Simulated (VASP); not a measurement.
Set up this calculation in VASP 6.6.1, as the native input.

```yaml
Task: single point
Functional: PBEsol
Potentials_or_basis: VASP PAW PBE potentials, release 64 (Hf_pv)
Cutoff: 520 eV
k_mesh: 18 × 18 × 18
Occupations: gaussian, width 0.15 eV
Spin: no spin polarisation
Dipole_correction: no
Further_INCAR_settings: ALGO = Normal; EDIFF = 1e-07; NBANDS = 11
```

The structure of Hf lies in POSCAR:

```
Hf
1.0
   -1.8501250000      1.8501250000      1.8050000000
    1.8501250000     -1.8501250000      1.8050000000
    1.8501250000      1.8501250000     -1.8050000000
Hf
1
Direct
    0.0000000000      0.0000000000      0.0000000000
```

This cell differs from its parent crystal: strain +0.025 along x and y, +0.000 along z.

One way to write it, as run:

INCAR

```
  PREC = Accurate
  ENCUT = 520
  EDIFF = 1E-7
  ISMEAR = 0
  SIGMA = 0.15
  LREAL = False
  LASPH = True
  NELM = 80
  ALGO = Normal
  ISIF = 2
  LWAVE = False
  LCHARG = True
  GGA = PS
  LELF = True
  LVHAR = True
  NBANDS = 11
```

KPOINTS

```
Automatic mesh
0
Gamma
  18 18 18
```

Potentials or basis: VASP PAW PBE potentials, release 64 (Hf_pv).

Command:

```console
$ cat potpaw_PBE.64/Hf_pv/POTCAR > POTCAR
$ mpirun -np 1 vasp_std > vasp.out
```

Results of the run:

| Item | Value |
| --- | --- |
| Pressure | -12.7 GPa |
| Band gap on the k mesh | zero (bands 5 and 6 overlap by 2.00 eV) |

Caveat: the cell differs from its parent crystal (strain +0.025 along x and y, +0.000 along z); the cell stands under tension; the PAW data sets were made with another functional, which shifts forces and pressure a little; spin-orbit coupling is left out, which moves the levels of the heavy elements.

Wall time 28 s on 1 thread of Intel(R) Xeon(R) 6975P-C (Granite Rapids), with other jobs on the host, peak memory 0.24 GiB.
